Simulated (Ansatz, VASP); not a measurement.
One calculation of PbS, two programs

```xyz
2
Lattice="0.0000 2.9650 2.9650 2.9650 0.0000 2.9650 2.9650 2.9650 0.0000" Properties=species:S:1:pos:R:3 pbc="T T T"
Pb    0.0000    0.0000    0.0000
S     2.9650    2.9650    2.9650
```

Alike in both runs: task relaxation of cell and atoms; functional PBEsol; k mesh 10 × 10 × 10; occupations gaussian, width 0.01 eV; no spin polarisation.

|  | VASP | Ansatz |
| --- | --- | --- |
| version | VASP 6.6.1 | Ansatz 0.2.0 |
| potentials or method | VASP PAW PBE potentials, release 64 (Pb_d, S), cutoff 600 eV | scalar-relativistic, plane waves, PAW |
| valence electrons in the cell | 20 | 20 |

|  | VASP | Ansatz | Ansatz less VASP |
| --- | --- | --- | --- |
| gap on the k mesh at the Fermi level, each at its own relaxed structure (eV) | 0.20 | 0.19 | -0.007 |
| relaxed volume (Å³/atom) | 25.72 | 25.72 | -0.004 |
| relaxed cell length with the largest relative difference (Å) | 4.175 | 4.174 | -0.0002 |

VASP's potentials were made for PBE, not for PBEsol.

Neither program's run includes spin-orbit coupling.
